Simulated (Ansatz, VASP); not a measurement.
# Two plane-wave programs on Pd3PbC

File INCAR:

```
SYSTEM = Pd3PbC
PREC = Accurate
ENCUT = 600
EDIFF = 1E-6
ISMEAR = -1
SIGMA = 0.1
LREAL = .FALSE.
LASPH = .TRUE.
NELM = 60
ALGO = Normal
ISIF = 3
LWAVE = .FALSE.
LCHARG = .FALSE.
GGA = RP
IBRION = 2
NSW = 80
EDIFFG = -0.02
```

KPOINTS

```
regular mesh
0
G
  6 6 6
  0 0 0
```

POSCAR

```
Pd3PbC
1.0
    4.2989450000      0.0000000000      0.0000000000
    0.0000000000      4.2989450000      0.0000000000
    0.0000000000      0.0000000000      4.2989450000
Pd Pb C
3 1 1
Direct
    0.0000000000      0.5000000000      0.5000000000
    0.5000000000      0.5000000000      0.0000000000
    0.5000000000      0.0000000000      0.5000000000
    0.0000000000      0.0000000000      0.0000000000
    0.5000000000      0.5000000000      0.5000000000
```

Input for Ansatz:

```yaml
crystal:
  lattice:
    - [4.298945, 0.0, 0.0]
    - [0.0, 4.298945, 0.0]
    - [0.0, 0.0, 4.298945]
  atoms:
    - { symbol: Pd, position: [0.0, 0.5, 0.5] }
    - { symbol: Pd, position: [0.5, 0.5, 0.0] }
    - { symbol: Pd, position: [0.5, 0.0, 0.5] }
    - { symbol: Pb, position: [0.0, 0.0, 0.0] }
    - { symbol: C, position: [0.5, 0.5, 0.5] }
basis:
  ecutwfc: 470.0
kpoints:
  mp_grid:
    grid: [6, 6, 6]
    shift: [0.0, 0.0, 0.0]
hamiltonian:
  xc: rpbe
  dispersion: none
scf:
  occupations:
    method: fermi_dirac
relax:
  f_tol: 0.02
  max_steps: 60
  cell: {}
```

Alike in both runs: task relaxation of cell and atoms; functional RPBE; k mesh 6 × 6 × 6; no spin polarisation.

|  | VASP | Ansatz |
| --- | --- | --- |
| version | VASP 6.6.1 | Ansatz 0.2.0 |
| potentials or method | VASP PAW PBE potentials, release 64 (Pd, Pb_d, C), cutoff 600 eV | plane waves, PAW |
| occupations | fermi-dirac, width 0.1 eV | fermi-dirac |
| valence electrons in the cell | 48 | 72 |

```csv
,VASP,Ansatz,Ansatz less VASP
relaxed volume (Å³/atom),16.19,16.20,+0.005
relaxed cell length with the largest relative difference (Å),4.326,4.326,+0.0005
```

VASP's potentials were made for PBE, not for RPBE. VASP's potentials hold 48 valence electrons a cell and Ansatz's 72, so a difference there can come from the potentials and not from the codes.

Spin-orbit coupling is off throughout.
